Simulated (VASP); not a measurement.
# AlRu (P4/mmm) in VASP: a series of runs

The runs below take AlRu through single point, with PBE.

Program: VASP 6.6.1. These are calculated values, not measurements. Logs are shortened: lines on timing, memory, paths and dates and some standing lists are left out, and cuts for length are marked.

## (1) The cell of the first run

It takes space group P4/mmm (No. 123, tetragonal). The conventional cell has a = 3.004 Å, b = 3.004 Å, c = 2.959 Å, α = 90.00°, β = 90.00°, γ = 90.00°. Within 3.4 Å of Al (site symmetry 4/mmm) lie 8 Ru at 2.59 Å and 6 Al at 2.96 to 3.00 Å. Ru (site symmetry 4/mmm) has 8 Al at 2.59 Å and 6 Ru at 2.96 to 3.00 Å within 3.4 Å.

## (2) Single point, PBE (strain +0.000 along x and y, -0.015 along z)

File INCAR:

```
ALGO = Fast
EDIFF = 1E-6
ENCUT = 520
GGA = PE
ISIF = 2
ISMEAR = 0
LASPH = T
LCHARG = F
LREAL = F
LWAVE = F
NBANDS = 16
NELM = 80
PREC = Accurate
SIGMA = 0.15
```

File KPOINTS:

```
k-points
0
Gamma
  20 20 20
```

File POSCAR:

```
AlRu
1.0
    3.0040847246      0.0000000000      0.0000000000
    0.0000000000      3.0040847246      0.0000000000
    0.0000000000      0.0000000000      2.9590234537
Al Ru
1 1
Direct
    0.0000000000      0.0000000000      0.0000000000
    0.5000000000      0.5000000000      0.5000000000
```

Potentials or basis: VASP PAW PBE potentials, release 64 (Al, Ru_pv).

Started as:

```console
> cat potpaw_PBE.64/Al/POTCAR potpaw_PBE.64/Ru_pv/POTCAR > POTCAR
> mpirun -np 1 vasp_std > vasp.out
```

OUTCAR:

```text
EDIFF = 1E-6
   ENCUT = 520
   GGA = PE
   ISIF = 2
   ISMEAR = 0
   LASPH = T
   LREAL = F
   NELM = 80
   PREC = Accurate

 ion  position               nearest neighbor table
   1  0.000  0.000  0.000-   2 2.59   2 2.59   2 2.59   2 2.59   2 2.59   2 2.59   2 2.59   2 2.59

   2  0.500  0.500  0.500-   1 2.59   1 2.59   1 2.59   1 2.59   1 2.59   1 2.59   1 2.59   1 2.59

  LATTYP: Found a simple tetragonal cell.
 ALAT       =     3.0040847246
 C/A-ratio  =     0.9850000000

  Lattice vectors:

 A1 = (   3.0040847246,   0.0000000000,   0.0000000000)
 A2 = (   0.0000000000,   3.0040847246,   0.0000000000)
 A3 = (   0.0000000000,   0.0000000000,   2.9590234537)

Analysis of symmetry for initial positions (statically):
=====================================================================
 Subroutine PRICEL returns:
 Original cell was already a primitive cell.

 Routine SETGRP: Setting up the symmetry group for a
 simple tetragonal supercell.

 Subroutine GETGRP returns: Found 16 space group operations
 (whereof 16 operations were pure point group operations)
 out of a pool of 16 trial point group operations.

The static configuration has the point symmetry D_4h.

Analysis of symmetry for dynamics (positions and initial velocities):
=====================================================================
 Subroutine PRICEL returns:
 Original cell was already a primitive cell.

 Routine SETGRP: Setting up the symmetry group for a
 simple tetragonal supercell.

 Subroutine GETGRP returns: Found 16 space group operations
 (whereof 16 operations were pure point group operations)
 out of a pool of 16 trial point group operations.

The dynamic configuration has the point symmetry D_4h.

 Subroutine INISYM returns: Found 16 space group operations
 (whereof 16 operations are pure point group operations),
 and found     1 'primitive' translations

----------------------------------------------------------------------------------------

                                     Primitive cell

  volume of cell :      26.7038

  direct lattice vectors                    reciprocal lattice vectors
     3.004084725  0.000000000  0.000000000     0.332880092  0.000000000  0.000000000
     0.000000000  3.004084725  0.000000000     0.000000000  0.332880092  0.000000000
     0.000000000  0.000000000  2.959023454     0.000000000  0.000000000  0.337949332

  length of vectors
     3.004084725  3.004084725  2.959023454     0.332880092  0.332880092  0.337949332

  position of ions in fractional coordinates (direct lattice)
     0.000000000  0.000000000  0.000000000
     0.500000000  0.500000000  0.500000000

  ion indices of the primitive-cell ions
   primitive index   ion index
                 1           1
                 2           2

----------------------------------------------------------------------------------------

 KPOINTS: k-points

Automatic generation of k-mesh.
 Grid dimensions read from file:
 generate k-points for:   20   20   20

 Generating k-lattice:

  Cartesian coordinates                     Fractional coordinates (reciprocal lattice)
     0.016644005  0.000000000  0.000000000     0.050000000  0.000000000  0.000000000
     0.000000000  0.016644005  0.000000000     0.000000000  0.050000000  0.000000000
     0.000000000  0.000000000  0.016897467     0.000000000  0.000000000  0.050000000

  Length of vectors
     0.016644005  0.016644005  0.016897467

  Shift w.r.t. Gamma in fractional coordinates (k-lattice)
     0.000000000  0.000000000  0.000000000

 Subroutine IBZKPT returns following result:
 ===========================================

 Found    726 irreducible k-points:

 Following reciprocal coordinates:
            Coordinates               Weight
  0.000000  0.000000  0.000000      1.000000
  0.050000  0.000000  0.000000      4.000000
  0.100000  0.000000  0.000000      4.000000
  0.150000  0.000000  0.000000      4.000000
  0.200000  0.000000  0.000000      4.000000
  0.250000  0.000000  0.000000      4.000000
[... 16 lines left out ...]
  0.150000  0.100000  0.000000      8.000000
  0.200000  0.100000  0.000000      8.000000
 [... further k-points ...]
   k-points           NKPTS =    726   k-points in BZ     NKDIM =    726   number of bands    NBANDS=     16
   number of dos      NEDOS =    301   number of ions     NIONS =      2
   total plane-waves  NPLWV =  13824
   dimension x,y,z NGX =    24 NGY =   24 NGZ =   24
   dimension x,y,z NGXF=    48 NGYF=   48 NGZF=   48
   ions per type =               1   1
   NGX,Y,Z   is equivalent  to a cutoff of  13.28, 13.28, 13.48 a.u.
   NGXF,Y,Z  is equivalent  to a cutoff of  26.56, 26.56, 26.97 a.u.
 SYSTEM =  unknown system
   PREC   = accura    normal or accurate (medium, high low for compatibility)
   ISTART =      0    job   : 0-new  1-cont  2-samecut
   ICHARG =      2    charge: 1-file 2-atom 10-const
   ISPIN  =      1    spin polarized calculation?
   LNONCOLLINEAR =      F non collinear calculations
   LSORBIT =      F    spin-orbit coupling
   LASPH  =      T    aspherical Exc in radial PAW
   ENCUT  =  520.0 eV  38.22 Ry    6.18 a.u.   5.59  5.59  5.50*2*pi/ulx,y,z
   NELM   =     80;   NELMIN=  2; NELMDL= -5     # of ELM steps
   EDIFF  = 0.1E-05   stopping-criterion for ELM
   LREAL  =      F    real-space projection
   EDIFFG = 0.1E-04   stopping-criterion for IOM
   NSW    =      0    number of steps for IOM
   IBRION =     -1    ionic relax: 0-MD 1-quasi-New 2-CG
   NFREE  =      0    steps in history (QN), initial steepest desc. (CG)
   ISIF   =      2    stress and relaxation
   ISYM   =      2    0-nonsym 1-usesym 2-fastsym
   POTIM  = 0.5000    time-step for ionic-motion
   TEBEG  =    0.0;   TEEND  =   0.0 temperature during run
   PSTRESS=    0.0 pullay stress
   NELECT =      17.0000    total number of electrons
   NUPDOWN=      -1.0000    fix difference up-down
   EMIN   =  10.00;   EMAX   =-10.00  energy-range for DOS
   EFERMI =   0.00;   METHOD = LEGACY
   ISMEAR =     0;   SIGMA  =   0.15  broadening in eV -4-tet -1-fermi 0-gaus
   EFERMI_NEDOS =   21; number of points for ismear=-14 and -15
   IALGO  =     68    algorithm
   IMIX   =      4    mixing-type and parameters
     AMIX     =   0.40;   BMIX     =  1.00
     AMIX_MAG =   1.60;   BMIX_MAG =  1.00
  volume/ion in A,a.u.               =      13.35        90.10
  Fermi-wavevector in a.u.,A,eV,Ry     =   1.408316  2.661332 26.985182  1.983355
  Thomas-Fermi vector in A             =   2.530486
   LORBIT       =      0    0 simple, 1 ext, 2 COOP (PROOUT), +10 PAW based schemes
   GGA     = PE    functional components
   LHFCALC =     F    Hartree Fock is set to
   AEXX    =    0.0000 exact exchange contribution
   IVDW    =     0    specifies the selected vdW correction
   LEPSILON=     F    determine dielectric tensor
   LRPA    =     F    only Hartree local field effects (RPA)
 non-spin polarized calculation
 RMM-DIIS sequential band-by-band and
 Gauss-broadening in eV      SIGMA  =   0.15
  energy-cutoff  :      520.00
  volume of cell :       26.70
 maximum number of plane-waves:       739
 NGX is ok and might be reduce to    24
   NGX = 11   NGY = 11   NGZ = 11

 number of electron      16.9999997 magnetization

 Free energy of the ion-electron system (eV)
  ---------------------------------------------------
  ext. energy  EPLUGINS =         0.00000000
  ---------------------------------------------------
  free energy    TOTEN  =       -14.26117267 eV

  energy without entropy =      -14.24257801  energy(sigma->0) =      -14.25187534

 E-fermi :  10.7505     XC(G=0): -12.5798

 val. band max:       10.7498145580   @ k =   0.1500   0.0000   0.5000
 cond. band min:      10.7515319402   @ k =   0.1000   0.1000   0.5000
 fundamental gap:      0.0017173821
 Fermi energy:        10.7504841325

 k-point     1 :       0.0000    0.0000    0.0000
  band No.  band energies     occupation
      1     -31.0223      2.00000
      2     -31.0223      2.00000
      3     -31.0042      2.00000
      4       1.0636      2.00000
      5       7.1703      2.00000
      6       7.1750      2.00000
[... 8 lines left out ...]
     15      22.8720      0.00000
     16      25.9214      0.00000

 k-point     2 :       0.0500    0.0000    0.0000
  band No.  band energies     occupation
      1     -31.0273      2.00000
      2     -31.0219      2.00000
      3     -31.0038      2.00000
      4       1.1115      2.00000
      5       7.1869      2.00000
      6       7.1912      2.00000
[... 8 lines left out ...]
     15      22.8721      0.00000
     16      26.0607      0.00000

 k-point     3 :       0.1000    0.0000    0.0000
  band No.  band energies     occupation
      1     -31.0418      2.00000
      2     -31.0207      2.00000
      3     -31.0026      2.00000
      4       1.2540      2.00000
      5       7.2293      2.00000
      6       7.2394      2.00000
[... 8 lines left out ...]
     15      22.8725      0.00000
     16      26.4981      0.00000

 k-point     4 :       0.1500    0.0000    0.0000
  band No.  band energies     occupation
      1     -31.0642      2.00000
      2     -31.0188      2.00000
      3     -31.0008      2.00000
      4       1.4880      2.00000
      5       7.2764      2.00000
      6       7.3174      2.00000
[... 8 lines left out ...]
     15      22.9258      0.00000
     16      27.2602      0.00000
[... 324 lines left out ...]
 k-point    22 :       0.1000    0.1000    0.0000
  band No.  band energies     occupation
      1     -31.0409      2.00000
      2     -31.0392      2.00000
      3     -31.0010      2.00000
      4       1.4415      2.00000
      5       7.2925      2.00000
      6       7.3061      2.00000
[... 8 lines left out ...]
     15      22.8726      0.00000
     16      26.9929      0.00000

 k-point    23 :       0.1500    0.1000    0.0000
  band No.  band energies     occupation
      1     -31.0625      2.00000
      2     -31.0380      2.00000
      3     -30.9991      2.00000
      4       1.6716      2.00000
      5       7.3442      2.00000
      6       7.3863      2.00000
[... 8 lines left out ...]
     15      23.2023      0.00000
     16      27.6306      0.00000

 k-point    24 :       0.2000    0.1000    0.0000
  band No.  band energies     occupation
      1     -31.0905      2.00000
      2     -31.0355      2.00000
      3     -30.9968      2.00000
      4       1.9863      2.00000
      5       7.3671      2.00000
      6       7.4881      2.00000
[... 8 lines left out ...]
     15      23.7306      0.00000
     16      27.2949      0.00000

 [... further k-points ...]
[... 5 lines left out ...]
  --------------------------------------------------------------------------------------
  -------------------------------------------------------------------------------------
  Total        0.3789628      0.3789628      0.8242378      0.0000000     -0.0000000      0.0000000
  in kB       22.7370620     22.7370620     49.4527416      0.0000000     -0.0000000      0.0000000
  external PRESSURE =      31.6422885 kB  Pullay stress =       0.0000000 kB

 VOLUME and BASIS-vectors are now :
 -----------------------------------------------------------------------------
  energy-cutoff  :      520.00
  volume of cell :       26.70
      direct lattice vectors                 reciprocal lattice vectors
     3.004084725  0.000000000  0.000000000     0.332880092  0.000000000  0.000000000
     0.000000000  3.004084725  0.000000000     0.000000000  0.332880092  0.000000000
     0.000000000  0.000000000  2.959023454     0.000000000  0.000000000  0.337949332

 POSITION                                       TOTAL-FORCE (eV/Angst)
 -----------------------------------------------------------------------------------
      0.00000      0.00000      0.00000         0.000000      0.000000      0.000000
      1.50204      1.50204      1.47951         0.000000      0.000000      0.000000
 -----------------------------------------------------------------------------------
    total drift:                                0.000000     -0.000000     -0.000000

  FREE ENERGIE OF THE ION-ELECTRON SYSTEM (eV)
  ---------------------------------------------------
  free  energy   TOTEN  =       -14.2611726676 eV

  energy  without entropy=      -14.2425780142  energy(sigma->0) =      -14.25187534
```

Wall time 3.6 min (1 thread of Intel Xeon 8259CL, shared host); peak memory 0.39 GiB.

Results:

- Free energy: -14.2612 eV
- Pressure: 3.2 GPa
- Band gap on the k mesh: zero (an odd number of electrons rules out a gap without spin polarisation)

Levels at points of the mesh, in eV from the Fermi level:
```
           k point  band 5  band 6  band 7  band 8  band 9  band 10  band 11  band 12  band 13  band 14
(0.00, 0.00, 0.00)   -3.58   -3.58    0.12    0.21    0.21     5.94     5.94     6.41    10.96    11.03
(0.50, 0.00, 0.00)   -5.54   -2.79   -1.66   -1.49    0.46     2.22     7.45    10.92    11.32    12.65
(0.50, 0.50, 0.00)   -3.11   -1.42   -1.42   -1.08   -1.08     1.48     5.19     6.20    10.86    12.12
(0.00, 0.00, 0.50)   -5.38   -2.73   -1.67   -1.67    0.39     2.48     7.44    10.92    10.92    12.74
(0.50, 0.00, 0.50)   -3.05   -1.39   -1.28   -1.24   -1.19     1.57     5.41     6.29    10.50    12.13
(0.50, 0.50, 0.50)   -4.65   -4.63    1.58    1.69    2.60     4.11     4.11     4.21     8.42     8.63
```

Caveat: the cell differs from its parent crystal (strain +0.000 along x and y, -0.015 along z); the cell stands under pressure.

## (3) Single point, PBE (strain -0.015 along x and y, +0.015 along z)

File INCAR:

```
ALGO = Fast ; EDIFF = 1E-7
ENCUT = 520 ; GGA = PE
ISIF = 2 ; ISMEAR = 0
LASPH = T ; LCHARG = F
LREAL = F ; LWAVE = F
NBANDS = 16 ; NELM = 80
PREC = Accurate ; SIGMA = 0.15
```

KPOINTS is that of step 2.

File POSCAR:

```
AlRu
1.0
    2.9590234537      0.0000000000      0.0000000000
    0.0000000000      2.9590234537      0.0000000000
    0.0000000000      0.0000000000      3.0491459955
Al Ru
1 1
Direct
    0.0000000000      0.0000000000      0.0000000000
    0.5000000000      0.5000000000      0.5000000000
```

Potentials or basis: VASP PAW PBE potentials, release 64 (Al, Ru_pv).

Started as:

```console
> cat potpaw_PBE.64/Al/POTCAR potpaw_PBE.64/Ru_pv/POTCAR > POTCAR
> mpirun -np 1 vasp_std > vasp.out
```

Run time: 4.5 min. Hardware: 1 thread of Intel Xeon 8259CL, shared host; peak memory 0.39 GiB.

The run converged. Its results:

| Quantity | Value |
| --- | --- |
| Free energy | -14.2547 eV |
| Pressure | 3.3 GPa |
| Band gap on the k mesh | zero (an odd number of electrons rules out a gap without spin polarisation) |

Stress tensor (GPa, compression positive):
```
 4.99  0.00  0.00
 0.00  4.99  0.00
 0.00  0.00 -0.14
```

Levels at points of the mesh, in eV from the Fermi level:
```tsv
k point	band 7	band 8	band 9	band 10	band 11	band 12
(0.00, 0.00, 0.00)	0.12	0.12	0.31	5.49	6.40	6.40
(0.50, 0.00, 0.00)	-1.85	-1.50	0.39	2.47	7.42	10.53
(0.50, 0.50, 0.00)	-1.35	-1.26	-1.26	1.67	5.60	6.38
(0.00, 0.00, 0.50)	-1.48	-1.48	0.52	1.96	7.47	11.31
(0.50, 0.00, 0.50)	-1.32	-1.13	-1.03	1.46	5.22	6.19
(0.50, 0.50, 0.50)	1.52	1.75	2.59	4.02	4.21	4.21
```

Caveat: the cell differs from its parent crystal (strain -0.015 along x and y, +0.015 along z); the stress differs along the axes, from -0 to 5 GPa.

## (4) Single point, PBE (strain -0.015 along x and y, +0.030 along z)

File INCAR:

```
SYSTEM = AlRu
PREC = Accurate ; ENCUT = 520
EDIFF = 1E-6 ; ISMEAR = 0
SIGMA = 0.15 ; LREAL = .FALSE.
LASPH = .TRUE. ; NELM = 80
ALGO = Fast ; ISIF = 2
LWAVE = .FALSE. ; LCHARG = .TRUE.
GGA = PE ; LELF = .TRUE.
LVHAR = .TRUE. ; NBANDS = 16
```

File KPOINTS:

```
Automatic mesh
0
G
  20 20 20
  0 0 0
```

Edit POSCAR of step 3 so:

```diff
@@ -4,3 +4,3 @@
     0.0000000000      2.9590234537      0.0000000000
-    0.0000000000      0.0000000000      3.0491459955
+    0.0000000000      0.0000000000      3.0942072663
 Al Ru
```

Potentials or basis: VASP PAW PBE potentials, release 64 (Al, Ru_pv).

Started as:

```console
> cat potpaw_PBE.64/Al/POTCAR potpaw_PBE.64/Ru_pv/POTCAR > POTCAR
> mpirun -np 1 vasp_std > vasp.out
```

OUTCAR:

```text
SYSTEM = AlRu
   PREC = Accurate
   ENCUT = 520
   EDIFF = 1E-6
   ISMEAR = 0
   LREAL = .FALSE.
   LASPH = .TRUE.
   NELM = 80
   ISIF = 2
   GGA = PE

 ion  position               nearest neighbor table
   1  0.000  0.000  0.000-   2 2.60   2 2.60   2 2.60   2 2.60   2 2.60   2 2.60   2 2.60   2 2.60

   2  0.500  0.500  0.500-   1 2.60   1 2.60   1 2.60   1 2.60   1 2.60   1 2.60   1 2.60   1 2.60

  LATTYP: Found a simple tetragonal cell.
 ALAT       =     2.9590234537
 C/A-ratio  =     1.0456852792

  Lattice vectors:

 A1 = (   2.9590234537,   0.0000000000,   0.0000000000)
[... 630 lines left out ...]
      6       7.3939      2.00000
[... 8 lines left out ...]
     15      23.6050      0.00000
     16      27.3550      0.00000

 [... further k-points ...]
[... 5 lines left out ...]
  --------------------------------------------------------------------------------------
  -------------------------------------------------------------------------------------
  Total        0.4550502      0.4550502     -0.7755174      0.0000000     -0.0000000      0.0000000
  in kB       26.9106198     26.9106198    -45.8623085      0.0000000     -0.0000000      0.0000000
  external PRESSURE =       2.6529770 kB  Pullay stress =       0.0000000 kB

 VOLUME and BASIS-vectors are now :
 -----------------------------------------------------------------------------
  energy-cutoff  :      520.00
  volume of cell :       27.09
      direct lattice vectors                 reciprocal lattice vectors
     2.959023454  0.000000000  0.000000000     0.337949332  0.000000000  0.000000000
     0.000000000  2.959023454  0.000000000     0.000000000  0.337949332  0.000000000
     0.000000000  0.000000000  3.094207266     0.000000000  0.000000000  0.323184556

 POSITION                                       TOTAL-FORCE (eV/Angst)
 -----------------------------------------------------------------------------------
      0.00000      0.00000      0.00000         0.000000      0.000000      0.000000
      1.47951      1.47951      1.54710         0.000000      0.000000      0.000000
 -----------------------------------------------------------------------------------
    total drift:                                0.000000     -0.000000     -0.000000

  FREE ENERGIE OF THE ION-ELECTRON SYSTEM (eV)
  ---------------------------------------------------
  free  energy   TOTEN  =       -14.2490186521 eV

  energy  without entropy=      -14.2302807008  energy(sigma->0) =      -14.23964968
```

stdout:

```text
POSCAR found type information on POSCAR AlRu
 POSCAR found :  2 types and       2 ions
 scaLAPACK will be used
 LDA part: xc-table for (Slater+PW92), standard interpolation
 POSCAR, INCAR and KPOINTS ok, starting setup
 FFT: planning ... GRIDC
 FFT: planning ... GRID_SOFT
 FFT: planning ... GRID
 WAVECAR not read
 entering main loop
```

It took 3.5 min on 1 thread of Intel Xeon 8259CL, shared host; peak memory 0.39 GiB.

Results:

* Free energy: -14.2490 eV
* Pressure: 0.3 GPa
* Band gap on the k mesh: zero (an odd number of electrons rules out a gap without spin polarisation)

Stress tensor (GPa, compression positive):
```
 2.69  0.00  0.00
 0.00  2.69  0.00
 0.00  0.00 -4.59
```

Caveat: the cell differs from its parent crystal (strain -0.015 along x and y, +0.030 along z); the stress differs along the axes, from -5 to 3 GPa.

## (5) Overview

```tsv
cell	further INCAR settings	gap on the mesh (eV)	pressure (GPa)
a = 3.004, b = 3.004, c = 2.959 Å, 2 atoms	ALGO = Fast; EDIFF = 1e-06; NBANDS = 16	none	3.2
a = 2.959, b = 2.959, c = 3.049 Å, 2 atoms	ALGO = Fast; EDIFF = 1e-07; NBANDS = 16	none	3.3
a = 2.959, b = 2.959, c = 3.094 Å, 2 atoms	ALGO = Fast; EDIFF = 1e-06; NBANDS = 16	none	0.3
```

Alike in all rows: task single point; level PBE; potentials or basis VASP PAW PBE potentials, release 64 (Al, Ru_pv); no spin polarisation; k mesh 20 × 20 × 20; cutoff (eV) 520; smearing gaussian 0.15 eV.

Caveats: the cell stands under pressure (at least some runs); the stress differs along the axes, from -0 to 5 GPa (at least some runs); the stress differs along the axes, from -5 to 3 GPa (at least some runs).

Absolute energies hang on the potentials; compare differences alone.
